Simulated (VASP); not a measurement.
Wanted: the native input for a VASP 6.6.1 run.

```
Task                   : single point
Functional             : PBE
Potentials or basis    : VASP PAW PBE potentials, release 64 (Zn, Se)
Cutoff                 : 520 eV
k mesh                 : 8 × 8 × 8
Occupations            : gaussian, width 0.02 eV
Spin                   : no spin polarisation
Dipole correction      : no
Further INCAR settings : ALGO = Normal; EDIFF = 1e-06; NBANDS = 16
```

The structure of ZnSe lies in POSCAR:

```
ZnSe
1.0
    0.0000000000      2.8659239579      2.8659239579
    2.8659239579      0.0000000000      2.8659239579
    2.8659239579      2.8659239579      0.0000000000
Zn Se
1 1
Direct
    0.0000000000      0.0000000000      0.0000000000
    0.7500000000      0.7500000000      0.7500000000
```

One way to write it, as run:

INCAR

```
SYSTEM = ZnSe
  PREC = Accurate
  ENCUT = 520
  EDIFF = 1E-6
  ISMEAR = 0
  SIGMA = 0.02
  LREAL = .False.
  LASPH = .True.
  NELM = 80
  ALGO = Normal
  ISIF = 2
  LWAVE = .False.
  LCHARG = .False.
  GGA = PE
  NBANDS = 16
```

KPOINTS

```
regular mesh
0
Gamma
  8 8 8
  0 0 0
```

Potentials or basis: VASP PAW PBE potentials, release 64 (Zn, Se).

Run with:

```bash
$ cat potpaw_PBE.64/Zn/POTCAR potpaw_PBE.64/Se/POTCAR > POTCAR
$ mpirun -np 1 vasp_std > vasp.out
```

Results of the run:

* Pressure: 0.2 GPa
* Band gap on the k mesh: 1.16 eV, direct

It took 56 s on 1 thread of AMD EPYC 7R13, on a shared host, peak memory 0.15 GiB.
